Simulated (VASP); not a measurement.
A run of VASP 6.6.1 is set up as follows.

File INCAR:

```
SYSTEM = CdSe
  PREC = Accurate
  ENCUT = 520
  EDIFF = 1E-8
  ISMEAR = -1
  SIGMA = 0.05
  LREAL = .FALSE.
  LASPH = .TRUE.
  NELM = 100
  ALGO = Normal
  ISIF = 2
  LWAVE = .FALSE.
  LCHARG = .FALSE.
  GGA = PE
  LEFG = .TRUE.
  NBANDS = 16
```

KPOINTS

```
Automatic mesh
0
G
  11 11 11
  0 0 0
```

Contents of POSCAR:

```
CdSe
1.0
    0.0000000000      2.8739580000      2.8739580000
    2.8739580000      0.0000000000      2.8739580000
    2.8739580000      2.8739580000      0.0000000000
Cd Se
1 1
Direct
    0.0000000000      0.0000000000      0.0000000000
    0.5000000000      0.5000000000      0.5000000000
```

Potentials or basis: VASP PAW PBE potentials, release 64 (Cd, Se).

Launch:

```console
$ cat potpaw_PBE.64/Cd/POTCAR potpaw_PBE.64/Se/POTCAR > POTCAR
$ mpirun -np 1 vasp_std > vasp.out
```

Task: Predict the band gap on the k mesh.

Result: Zero (bands 9 and 10 overlap by 0.33 eV).

Task: What does it give for the pressure?

Result: 0.0 GPa.

Caveat: semilocal functionals underestimate gaps, so a narrow gap can read as zero.
